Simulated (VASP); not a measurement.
# Hg2S (P6/mmm) in VASP: relaxation of cell and atoms with r2SCAN

Aim: the relaxation of cell and atoms of Hg2S with r2SCAN.

All numbers are computed with VASP 6.6.1; they aren't measurements. Logs are shortened: lines on timing, memory, paths and dates and some standing lists are left out, and cuts for length are marked.

## 1. The cell of the first run

Symmetry: P6/mmm, No. 191, hexagonal system. Conventional cell: a = 4.699 Å, b = 4.699 Å, c = 3.746 Å, α = 90.00°, β = 90.00°, γ = 120.00°. Within 3.6 Å of Hg (site symmetry -6m2) lie 3 Hg at 2.71 Å and 6 S at 3.30 Å. S (site symmetry 6/mmm) has 12 Hg at 3.30 Å and 2 S at 3.75 Å within 4.3 Å.

## 2. Relaxation of cell and atoms, r2SCAN

The input, POSCAR:

```
Hg2S
1.0
    4.6991196408      0.0000000000      0.0000000000
   -2.3495598204      4.0695569844      0.0000000000
    0.0000000000      0.0000000000      3.7463089926
Hg S
2 1
Direct
    0.3333333333      0.6666666667      0.5000000000
    0.6666666667      0.3333333333      0.5000000000
    0.0000000000      0.0000000000      0.0000000000
```

The input, INCAR.step1:

```
PREC = Accurate
ENCUT = 600
ISMEAR = 0
SIGMA = 0.1
LREAL = False
LASPH = True
NELM = 80
GGA = PE
ALGO = Normal
EDIFF = 1E-4
LWAVE = True
LCHARG = False
```

The input, INCAR.step2:

```
PREC = Accurate
ENCUT = 600
EDIFF = 1E-6
ISMEAR = 0
SIGMA = 0.1
LREAL = False
LASPH = True
NELM = 80
ALGO = Normal
ISIF = 3
LWAVE = False
LCHARG = False
METAGGA = R2SCAN
LMIXTAU = True
IBRION = 2
NSW = 100
EDIFFG = -0.01
ISTART = 1
```

The input, KPOINTS:

```
Automatic mesh
0
Gamma
  12 12 12
```

Potentials or basis: VASP PAW PBE potentials, release 64 (Hg, S).

The run is started by

```bash
> cat potpaw_PBE.64/Hg/POTCAR potpaw_PBE.64/S/POTCAR > POTCAR
> cp INCAR.step1 INCAR
> mpirun -np 1 vasp_std > vasp.out
> cp INCAR.step2 INCAR
> mpirun -np 1 vasp_std > vasp.out
```

OUTCAR:

```text
PREC = Accurate
   ENCUT = 600
   EDIFF = 1E-6
   ISMEAR = 0
   LREAL = False
   LASPH = True
   NELM = 80
   ISIF = 3
   METAGGA = R2SCAN
   IBRION = 2
   NSW = 100
   EDIFFG = -0.01
   ISTART = 1

 ion  position               nearest neighbor table
   1  0.333  0.667  0.500-   2 2.71   2 2.71   2 2.71   3 3.30   3 3.30   3 3.30   3 3.30   3 3.30
                             3 3.30
   2  0.667  0.333  0.500-   1 2.71   1 2.71   1 2.71   3 3.30   3 3.30   3 3.30   3 3.30   3 3.30
                             3 3.30
   3  0.000  0.000  0.000-   1 3.30   2 3.30   1 3.30   2 3.30   2 3.30   2 3.30   1 3.30   1 3.30
                             2 3.30   2 3.30   1 3.30   1 3.30

  LATTYP: Found a hexagonal cell.
 ALAT       =     4.6991196408
 C/A-ratio  =     0.7972363504

  Lattice vectors:

 A1 = (   4.6991196408,   0.0000000000,   0.0000000000)
 A2 = (  -2.3495598204,   4.0695569844,   0.0000000000)
 A3 = (   0.0000000000,   0.0000000000,   3.7463089926)

Analysis of symmetry for initial positions (statically):
=====================================================================
 Subroutine PRICEL returns:
 Original cell was already a primitive cell.

 Routine SETGRP: Setting up the symmetry group for a
 hexagonal supercell.

 Subroutine GETGRP returns: Found 24 space group operations
 (whereof 24 operations were pure point group operations)
 out of a pool of 24 trial point group operations.

The static configuration has the point symmetry D_6h.

Analysis of symmetry for dynamics (positions and initial velocities):
=====================================================================
 Subroutine PRICEL returns:
 Original cell was already a primitive cell.

 Routine SETGRP: Setting up the symmetry group for a
 hexagonal supercell.

 Subroutine GETGRP returns: Found 24 space group operations
 (whereof 24 operations were pure point group operations)
 out of a pool of 24 trial point group operations.

The dynamic configuration has the point symmetry D_6h.

 Subroutine INISYM returns: Found 24 space group operations
 (whereof 24 operations are pure point group operations),
 and found     1 'primitive' translations

----------------------------------------------------------------------------------------

                                     Primitive cell

  volume of cell :      71.6419

  direct lattice vectors                    reciprocal lattice vectors
     4.699119641  0.000000000  0.000000000     0.212805818  0.122863496  0.000000000
    -2.349559820  4.069556984  0.000000000     0.000000000  0.245726993  0.000000000
     0.000000000  0.000000000  3.746308993     0.000000000  0.000000000  0.266929397

  length of vectors
     4.699119641  4.699119641  3.746308993     0.245726993  0.245726993  0.266929397

  position of ions in fractional coordinates (direct lattice)
     0.333333333  0.666666667  0.500000000
     0.666666667  0.333333333  0.500000000
     0.000000000  0.000000000  0.000000000

  ion indices of the primitive-cell ions
   primitive index   ion index
                 1           1
                 2           2
                 3           3

----------------------------------------------------------------------------------------

 KPOINTS: Automatic mesh

Automatic generation of k-mesh.
 Grid dimensions read from file:
 generate k-points for:   12   12   12

 Generating k-lattice:

  Cartesian coordinates                     Fractional coordinates (reciprocal lattice)
     0.017733818  0.010238625  0.000000000     0.083333333  0.000000000  0.000000000
     0.000000000  0.020477249  0.000000000     0.000000000  0.083333333  0.000000000
     0.000000000  0.000000000  0.022244116     0.000000000  0.000000000  0.083333333

  Length of vectors
     0.020477249  0.020477249  0.022244116

  Shift w.r.t. Gamma in fractional coordinates (k-lattice)
     0.000000000  0.000000000  0.000000000

 Subroutine IBZKPT returns following result:
 ===========================================

 Found    133 irreducible k-points:

 Following reciprocal coordinates:
            Coordinates               Weight
  0.000000  0.000000  0.000000      1.000000
  0.083333  0.000000  0.000000      6.000000
  0.166667  0.000000  0.000000      6.000000
  0.250000  0.000000  0.000000      6.000000
  0.333333  0.000000  0.000000      6.000000
  0.416667  0.000000  0.000000      6.000000
[... 16 lines left out ...]
  0.250000  0.000000  0.083333     12.000000
  0.333333  0.000000  0.083333     12.000000
 [... further k-points ...]
   k-points           NKPTS =    133   k-points in BZ     NKDIM =    133   number of bands    NBANDS=     19
   number of dos      NEDOS =    301   number of ions     NIONS =      3
   total plane-waves  NPLWV =  48000
   dimension x,y,z NGX =    40 NGY =   40 NGZ =   30
   dimension x,y,z NGXF=    80 NGYF=   80 NGZF=   60
   ions per type =               2   1
   NGX,Y,Z   is equivalent  to a cutoff of  14.15, 14.15, 13.31 a.u.
   NGXF,Y,Z  is equivalent  to a cutoff of  28.30, 28.30, 26.63 a.u.
 SYSTEM =  unknown system
   PREC   = accura    normal or accurate (medium, high low for compatibility)
   ISTART =      1    job   : 0-new  1-cont  2-samecut
   ICHARG =      0    charge: 1-file 2-atom 10-const
   ISPIN  =      1    spin polarized calculation?
   LNONCOLLINEAR =      F non collinear calculations
   LSORBIT =      F    spin-orbit coupling
   LASPH  =      T    aspherical Exc in radial PAW
   ENCUT  =  600.0 eV  44.10 Ry    6.64 a.u.   9.39  9.39  7.48*2*pi/ulx,y,z
   NELM   =     80;   NELMIN=  2; NELMDL=  0     # of ELM steps
   EDIFF  = 0.1E-05   stopping-criterion for ELM
   LREAL  =      F    real-space projection
   EDIFFG = -.1E-01   stopping-criterion for IOM
   NSW    =    100    number of steps for IOM
   IBRION =      2    ionic relax: 0-MD 1-quasi-New 2-CG
   NFREE  =      1    steps in history (QN), initial steepest desc. (CG)
   ISIF   =      3    stress and relaxation
   ISYM   =      2    0-nonsym 1-usesym 2-fastsym
   POTIM  = 0.5000    time-step for ionic-motion
   TEBEG  =    0.0;   TEEND  =   0.0 temperature during run
   PSTRESS=    0.0 pullay stress
   NELECT =      30.0000    total number of electrons
   NUPDOWN=      -1.0000    fix difference up-down
   EMIN   =  10.00;   EMAX   =-10.00  energy-range for DOS
   EFERMI =   0.00;   METHOD = LEGACY
   ISMEAR =     0;   SIGMA  =   0.10  broadening in eV -4-tet -1-fermi 0-gaus
   EFERMI_NEDOS =   21; number of points for ismear=-14 and -15
   IALGO  =     38    algorithm
   IMIX   =      4    mixing-type and parameters
     AMIX     =   0.40;   BMIX     =  1.00
     AMIX_MAG =   1.60;   BMIX_MAG =  1.00
  volume/ion in A,a.u.               =      23.88       161.15
  Fermi-wavevector in a.u.,A,eV,Ry     =   1.224784  2.314506 20.410043  1.500096
  Thomas-Fermi vector in A             =   2.359846
   LORBIT       =      0    0 simple, 1 ext, 2 COOP (PROOUT), +10 PAW based schemes
   METAGGA = R2SCAN    functional components
   LHFCALC =     F    Hartree Fock is set to
   AEXX    =    0.0000 exact exchange contribution
   IVDW    =     0    specifies the selected vdW correction
   LEPSILON=     F    determine dielectric tensor
   LRPA    =     F    only Hartree local field effects (RPA)
 conjugate gradient relaxation of ions
 non-spin polarized calculation
 Gauss-broadening in eV      SIGMA  =   0.10
  energy-cutoff  :      600.00
  volume of cell :       71.64
 maximum number of plane-waves:      2427
 NGX is ok and might be reduce to    40
   NGX = 19   NGY = 19   NGZ = 15

--------------------------------------- Ionic step        1  -------------------------------------------

 number of electron      30.0000002 magnetization

 Free energy of the ion-electron system (eV)
  ---------------------------------------------------
  ext. energy  EPLUGINS =         0.00000000
  ---------------------------------------------------
  free energy    TOTEN  =      -105.42276333 eV

  energy without entropy =     -105.41231547  energy(sigma->0) =     -105.41753940

------------------------ aborting loop because EDIFF is reached ----------------------------------------

  FORCE on cell =-STRESS in cart. coord.  units (eV):
  Direction    XX          YY          ZZ          XY          YZ          ZX
  --------------------------------------------------------------------------------------
  -------------------------------------------------------------------------------------
  Total        0.3224623      0.3224623      0.0303044      0.0000000      0.0000000      0.0000000
  in kB        7.2114454      7.2114454      0.6777177      0.0000000      0.0000000      0.0000000
  external PRESSURE =       5.0335362 kB  Pullay stress =       0.0000000 kB

 VOLUME and BASIS-vectors are now :
 -----------------------------------------------------------------------------
  energy-cutoff  :      600.00
  volume of cell :       71.64
      direct lattice vectors                 reciprocal lattice vectors
     4.699119641  0.000000000  0.000000000     0.212805818  0.122863496  0.000000000
    -2.349559820  4.069556984  0.000000000     0.000000000  0.245726993  0.000000000
     0.000000000  0.000000000  3.746308993     0.000000000  0.000000000  0.266929397
[... 149 lines left out ...]
 POSITION                                       TOTAL-FORCE (eV/Angst)
 -----------------------------------------------------------------------------------
     -0.00000      2.72296      1.87245        -0.000000      0.000000     -0.000000
      2.35815      1.36148      1.87245         0.000000     -0.000000      0.000000
      0.00000     -0.00000      0.00000         0.000000      0.000000      0.000000
 -----------------------------------------------------------------------------------
    total drift:                               -0.000000      0.000000      0.000000

  FREE ENERGIE OF THE ION-ELECTRON SYSTEM (eV)
  ---------------------------------------------------
  free  energy   TOTEN  =      -105.4239576782 eV

  energy  without entropy=     -105.4131801492  energy(sigma->0) =     -105.41856891

--------------------------------------- Ionic step        6  -------------------------------------------

 number of electron      30.0000002 magnetization

 Free energy of the ion-electron system (eV)
  ---------------------------------------------------
  ext. energy  EPLUGINS =         0.00000000
  ---------------------------------------------------
  free energy    TOTEN  =      -105.42398146 eV

  energy without entropy =     -105.41317404  energy(sigma->0) =     -105.41857775

 E-fermi :   2.1834     XC(G=0): -10.7250

 val. band max:        2.1689318023   @ k =   0.1667   0.1667   0.2500
 cond. band min:       2.1866544623   @ k =   0.3333   0.2500   0.2500
 fundamental gap:      0.0177226599
 Fermi energy:         2.1834008742

 k-point     1 :       0.0000    0.0000    0.0000
  band No.  band energies     occupation
      1     -10.3577      2.00000
      2      -5.7647      2.00000
      3      -5.2755      2.00000
      4      -5.2755      2.00000
      5      -4.9976      2.00000
      6      -4.9976      2.00000
[... 11 lines left out ...]
     18       5.4760      0.00000
     19       9.6854      0.00000
[... 485 lines left out ...]
 k-point    24 :       0.3333    0.0000    0.0833
  band No.  band energies     occupation
      1     -10.0577      2.00000
      2      -6.0270      2.00000
      3      -5.7780      2.00000
      4      -5.5542      2.00000
      5      -5.1194      2.00000
      6      -4.9422      2.00000
[... 11 lines left out ...]
     18       8.5081      0.00000
     19       9.0717      0.00000

 [... further k-points ...]

------------------------ aborting loop because EDIFF is reached ----------------------------------------

  FORCE on cell =-STRESS in cart. coord.  units (eV):
  Direction    XX          YY          ZZ          XY          YZ          ZX
  --------------------------------------------------------------------------------------
  -------------------------------------------------------------------------------------
  Total        0.0114646      0.0114646      0.0087224      0.0000000     -0.0000000      0.0000000
  in kB        0.2549206      0.2549206      0.1939459      0.0000000     -0.0000000      0.0000000
  external PRESSURE =       0.2345957 kB  Pullay stress =       0.0000000 kB

 VOLUME and BASIS-vectors are now :
 -----------------------------------------------------------------------------
  energy-cutoff  :      600.00
  volume of cell :       72.06
      direct lattice vectors                 reciprocal lattice vectors
     4.717201936 -0.000000000 -0.000000000     0.211990077  0.122392528  0.000000000
    -2.358600968  4.085216711 -0.000000000     0.000000000  0.244785056  0.000000000
    -0.000000000 -0.000000000  3.739082670     0.000000000  0.000000000  0.267445277

 POSITION                                       TOTAL-FORCE (eV/Angst)
 -----------------------------------------------------------------------------------
     -0.00000      2.72348      1.86954        -0.000000      0.000000     -0.000000
      2.35860      1.36174      1.86954         0.000000     -0.000000      0.000000
      0.00000     -0.00000      0.00000        -0.000000      0.000000     -0.000000
 -----------------------------------------------------------------------------------
    total drift:                               -0.000000      0.000000      0.000000

  FREE ENERGIE OF THE ION-ELECTRON SYSTEM (eV)
  ---------------------------------------------------
  free  energy   TOTEN  =      -105.4239814632 eV

  energy  without entropy=     -105.4131740358  energy(sigma->0) =     -105.41857775

 reached required accuracy - stopping structural energy minimisation
```

Run time: 1.5 h. Hardware: 1 thread of Oxide Virtual Turin-like, shared host; peak memory 0.36 GiB.

Results:

```
Free energy                           : -105.4240 eV
Relaxed volume                        : 24.02 Å³/atom
Relaxed cell                          : a = 4.717 Å, b = 4.717 Å, c = 3.739 Å, α = 90.00°, β = 90.00°, γ = 120.00°
Space group after relaxing (to 0.1 Å) : P6/mmm (No. 191)
Energy gained by relaxing             : 0.4 meV/atom
Ionic steps                           : 6
Pressure after relaxing               : 0.0 GPa
Band gap on the k mesh                : zero (bands 15 and 16 overlap by 2.76 eV)
```

Step by step:
| step | energy change (eV) | largest force (eV/Å) | pressure (GPa) | volume (Å³) |
| --- | --- | --- | --- | --- |
| 1 | 0.0000 | 0.0000 | 0.50 | 71.64 |
| 2 | -0.0010 | 0.0000 | -0.25 | 72.42 |
| 3 | -0.0012 | 0.0000 | -0.04 | 72.19 |
| 4 | -0.0012 | 0.0000 | -0.02 | 72.18 |
| 5 | -0.0012 | 0.0000 | -0.01 | 72.14 |
| 6 | -0.0012 | 0.0000 | 0.02 | 72.06 |

Final structure:
```xyz
3
Lattice="4.7172 0.0000 0.0000 -2.3586 4.0852 0.0000 0.0000 0.0000 3.7391" Properties=species:S:1:pos:R:3 pbc="T T T"
Hg    0.0000    2.7235    1.8695
Hg    2.3586    1.3617    1.8695
S     0.0000    0.0000    0.0000
```

Caveat: the PAW data sets were made with another functional, which shifts forces and pressure a little; spin-orbit coupling is left out, which moves the levels of the heavy elements.
